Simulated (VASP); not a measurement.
Here is a VASP 6.6.1 calculation.

The input INCAR:

```
SYSTEM = Pb
ALGO = Normal
DIPOL = 0.5 0.5 0.500
EDIFF = 1E-6
ENCUT = 400
GGA = PE
GGA_COMPAT = .False.
IDIPOL = 3
ISIF = 2
ISMEAR = -1
LASPH = .True.
LCHARG = .False.
LDIPOL = .True.
LREAL = .False.
LWAVE = .False.
NBANDS = 43
NELM = 120
NELMDL = -8
PREC = Accurate
SIGMA = 0.1
```

KPOINTS

```
k-points
0
Gamma
  12 8 1
  0 0 0
```

Contents of POSCAR:

```
Pb
1.0
    3.5634551253      0.0000000000      0.0000000000
    0.0000000000      5.0394865671      0.0000000000
    0.0000000000      0.0000000000     23.1269000000
Pb
5
Direct
    0.0000000000      0.0000000000      0.3566283126
    0.5000000000      0.5000000000      0.4218641746
    0.0000000000      0.0000000000      0.5000000013
    0.5000000000      0.5000000000      0.5781358269
    0.0000000000      0.0000000000      0.6433716846
```

Potentials or basis: VASP PAW PBE potentials, release 64 (Pb_d).

Launch:

```bash
$ cat potpaw_PBE.64/Pb_d/POTCAR > POTCAR
$ mpirun -np 1 vasp_std > vasp.out
```

(1) What does it give for the band gap on the k mesh?

Results:

(1) zero (bands 35 and 36 overlap by 2.24 eV).

Caveat: spin-orbit coupling is left out, which moves the levels of the heavy elements.
